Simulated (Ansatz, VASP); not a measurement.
# Au in VASP and in Ansatz

File INCAR:

```
SYSTEM = Au
PREC     = Accurate       ! precision mode
ENCUT    = 520            ! plane-wave cutoff, eV
EDIFF    = 1E-7           ! SCF threshold, eV
ISMEAR   = -1             ! smearing method
SIGMA    = 0.1            ! smearing width, eV
LREAL    = .FALSE.        ! projectors in reciprocal space
LASPH    = .TRUE.         ! aspherical terms in the spheres
NELM     = 80             ! most SCF steps
ALGO     = Normal         ! electronic algorithm
ISIF     = 2              ! what is computed and relaxed
LWAVE    = .FALSE.        ! write WAVECAR
LCHARG   = .TRUE.         ! write CHGCAR
LELF     = .TRUE.         ! ELF
LVHAR    = .TRUE.       
NBANDS   = 12             ! bands
```

The input KPOINTS:

```
regular mesh
0
G
  17 17 17
  0 0 0
```

POSCAR

```
Au
1.0
   -1.3928515339      1.3928515339      1.3928515339
    1.3928515339     -1.3928515339      1.3928515339
    1.3928515339      1.3928515339     -1.3928515339
Au
1
Direct
    0.0000000000      0.0000000000      0.0000000000
```

Input for Ansatz:

```yaml
crystal:
  lattice:
    - [-1.3928515339, 1.3928515339, 1.3928515339]
    - [1.3928515339, -1.3928515339, 1.3928515339]
    - [1.3928515339, 1.3928515339, -1.3928515339]
  atoms:
    - { symbol: Au, position: [0.0, 0.0, 0.0] }
kpoints:
  mp_grid: { grid: [17, 17, 17] }
scf:
  occupations: { method: fermi_dirac, width: 0.1 }
hamiltonian:
  xc: lda
  pseudopotentials: { kind: paw }
output:
  forces: true
  stress: true
  eigenvalues: true
  populations: true
  write_density: true
  write_potential: true
  elf: true
  volumetric_format: npy
```

Change from the starting cell: volume scaled by 0.65, PAW files.

Alike in both runs: task single point; functional LDA; k mesh 17 × 17 × 17; occupations fermi-dirac, width 0.1 eV; no spin polarisation.

|  | VASP | Ansatz |
| --- | --- | --- |
| version | VASP 6.6.1 | Ansatz 0.2.0 |
| potentials or method | VASP PAW LDA potentials, release 64 (Au) | PAW with Ansatz's default frozen-core files, scalar-relativistic |
| plane-wave cutoff (eV) | 520 | 420 |
| valence electrons in the cell | 11 | 19 |

Ansatz gave:

```
pressure (GPa) : 267.4
```

**Question.** Which values does VASP return?

**Answer.** Pressure (GPa): 272.1.

LDA's correlation is that of Perdew and Zunger in VASP and of Perdew and Wang (1992) in Ansatz. Both programs put the cell under a high pressure, so it lies far from rest at this level. VASP's potentials hold 11 valence electrons a cell and Ansatz's 19, so a difference there can come from the potentials and not from the codes.

Neither program's run includes spin-orbit coupling. Noted on VASP's run: the cell as given lies far from equilibrium.
